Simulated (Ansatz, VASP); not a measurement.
**One calculation of In3GaAs4, two programs**

```
In Ga As
1.0
     4.31997    0.00000    0.00000
     0.00000    4.31997    0.00000
     0.00000    0.00000   12.06920
In Ga As
3 1 4
Direct
  0.00000 0.00000 0.74121
  0.00000 0.00000 0.25879
  0.50000 0.50000 0.00000
  0.50000 0.50000 0.50000
  0.50000 0.00000 0.38885
  0.00000 0.50000 0.12945
  0.50000 0.00000 0.87055
  0.00000 0.50000 0.61115
```

Alike in both runs: functional PBE; k mesh 4 × 4 × 2; occupations gaussian, width 0.1 eV; no spin polarisation.

Ansatz relaxed the structure, and its values are those at the end. VASP's run is a single point on that final structure, the one shown.

```csv
,VASP,Ansatz
version,VASP 6.6.1,Ansatz 0.2.0
potentials or method,"VASP PAW PBE potentials, release 64 (In_d, Ga_d, As), cutoff 520 eV","scalar-relativistic, plane waves, PAW"
valence electrons in the cell,72,112
```

Ansatz gave:

```
gap on the k mesh at the Fermi level (eV) : none
pressure (GPa)                            : 0.0
rms of the force components (eV/Å)        : 0.003
```

Problem. What did VASP give for the same quantities?

Solution. gap on the k mesh at the Fermi level (eV): none; pressure (GPa): 0.1; rms of the force components (eV/Å): 0.003.

A gap of «none» marks a metal or a gap that the smearing closes. VASP's potentials hold 72 valence electrons a cell and Ansatz's 112, so a difference there can come from the potentials and not from the codes.

The k mesh is coarse, so the values compare programs but aren't converged.
